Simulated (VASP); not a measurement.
CdTe, 2 atoms in the cell. It takes space group I-4m2 (No. 119, tetragonal). The conventional cell has a = 4.870 Å, b = 4.870 Å, c = 6.090 Å, α = 90.00°, β = 90.00°, γ = 90.00°. Cd (site symmetry -4m2) has 4 Te at 2.87 Å within 3.8 Å. Within 3.8 Å of Te (site symmetry -4m2) lie 4 Cd at 2.87 Å.  This cell differs from its parent crystal: epitaxial xy strain +5.0%.

| Property | Result |
| --- | --- |
| Program | VASP 6.6.1 |
| Task | single point |
| Functional | PBE |
| Potentials or basis | VASP PAW PBE potentials, release 64 (Cd, Te) |
| Cutoff | 520 eV |
| k mesh | 4 × 4 × 4 |
| Occupations | gaussian, width 0.01 eV |
| Spin | no spin polarisation |
| Dipole correction | no |
| Further INCAR settings | ALGO = Normal; EDIFF = 1e-07; NBANDS = 16 |

Potentials or basis: VASP PAW PBE potentials, release 64 (Cd, Te).

Command:

```console
$ cat potpaw_PBE.64/Cd/POTCAR potpaw_PBE.64/Te/POTCAR > POTCAR
$ mpirun -np 1 vasp_std > vasp.out
```

Hardware: 1 thread of Intel Xeon 6975P-C (shared host).

Problem. Estimate the wall time of this run.

Solution. Run time: 23 s on 1 thread of Intel Xeon 6975P-C, on a shared host, peak memory 0.21 GiB. Counts: scf iterations 14, k points 13.
